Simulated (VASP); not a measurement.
Input of a VASP 6.6.1 run:

File POSCAR:

```
NaSrI3
1.0
    6.3036923482      0.0000000000      0.0000000000
    0.0000000000      6.3036923482      0.0000000000
    0.0000000000      0.0000000000      6.3036923482
Na Sr I
1 1 3
Direct
    0.0000000000      0.0000000000      0.0000000000
    0.5000000000      0.5000000000      0.5000000000
    0.5000000000      0.5000000000      0.0000000000
    0.5000000000      0.0000000000      0.5000000000
    0.0000000000      0.5000000000      0.5000000000
```

File INCAR.step1:

```
SYSTEM = NaSrI3
ALGO = Normal
EDIFF = 1E-4
ENCUT = 600
GGA = PE
ISMEAR = -1
LASPH = .True.
LCHARG = .False.
LREAL = .False.
LWAVE = .True.
NELM = 60
PREC = Accurate
SIGMA = 0.03
```

Contents of INCAR.step2:

```
SYSTEM = NaSrI3
ALGO = Normal
BPARAM = 11.95
CPARAM = 0.0093
EDIFF = 1E-6
EDIFFG = -0.01
ENCUT = 600
IBRION = 2
ISIF = 3
ISMEAR = -1
ISTART = 1
IVDW_NL = 2
LASPH = .True.
LCHARG = .False.
LMIXTAU = .True.
LREAL = .False.
LUSE_VDW = .True.
LWAVE = .False.
METAGGA = R2SCAN
NELM = 60
NSW = 100
PREC = Accurate
SIGMA = 0.03
```

File KPOINTS:

```
k-points
0
Gamma
  4 4 4
  0 0 0
```

Potentials or basis: VASP PAW PBE potentials, release 64 (Na_pv, Sr_sv, I).

Command:

```console
$ cat potpaw_PBE.64/Na_pv/POTCAR potpaw_PBE.64/Sr_sv/POTCAR potpaw_PBE.64/I/POTCAR > POTCAR
$ cp INCAR.step1 INCAR
$ mpirun -np 1 vasp_std > vasp.out
$ cp INCAR.step2 INCAR
$ mpirun -np 1 vasp_std > vasp.out
```

Q: Estimate the space group after relaxing (to 0.1 Å).

A: Pm-3m (No. 221).

Q: Predict the band gap on the k mesh.

A: 2.95 eV (least direct gap 3.24 eV).

Q: What does it give for the relaxed volume?

A: 51.33 Å³/atom.

Q: Estimate the relaxed cell.

A: a = 6.355 Å, b = 6.355 Å, c = 6.355 Å, α = 90.00°, β = 90.00°, γ = 90.00°.

Final structure:
```
Na Sr I
1.0
     6.35508    0.00000    0.00000
     0.00000    6.35508    0.00000
     0.00000    0.00000    6.35508
Na Sr I
1 1 3
Direct
  0.00000 0.00000 0.00000
  0.50000 0.50000 0.50000
  0.50000 0.50000 0.00000
  0.50000 0.00000 0.50000
  0.00000 0.50000 0.50000
```

Caveat: the PAW data sets were made with another functional, which shifts forces and pressure a little; spin-orbit coupling is left out, which moves the levels of the heavy elements. A k mesh can miss the band edges.
